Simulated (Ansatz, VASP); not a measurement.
# TiB2 in VASP and in Ansatz

```
Ti B
1.0
     2.94009    0.00000    0.00000
    -1.47005    2.54619    0.00000
     0.00000    0.00000    3.08002
Ti B
1 2
Direct
  0.00000 0.00000 0.00000
  0.33333 0.66667 0.50000
  0.66667 0.33333 0.50000
```

Change from the starting cell: volume scaled by 0.94, LAPW.

Alike in both runs: task single point; functional LDA; k mesh 11 × 11 × 9; occupations fermi-dirac, width 0.1 eV; no spin polarisation.

|  | VASP | Ansatz |
| --- | --- | --- |
| version | VASP 6.6.1 | Ansatz 0.2.0 |
| potentials or method | VASP PAW LDA potentials, release 64 (Ti_sv, B), cutoff 520 eV | all-electron LAPW, scalar-relativistic |

Ansatz gave:

```
pressure (GPa) : 19.3
```

**Question.** Estimate VASP's values.

**Answer.** Pressure (GPa): 20.0.

LDA's correlation is that of Perdew and Zunger in VASP and of Perdew and Wang (1992) in Ansatz. Ansatz ran all-electron here, and VASP with PAW potentials.
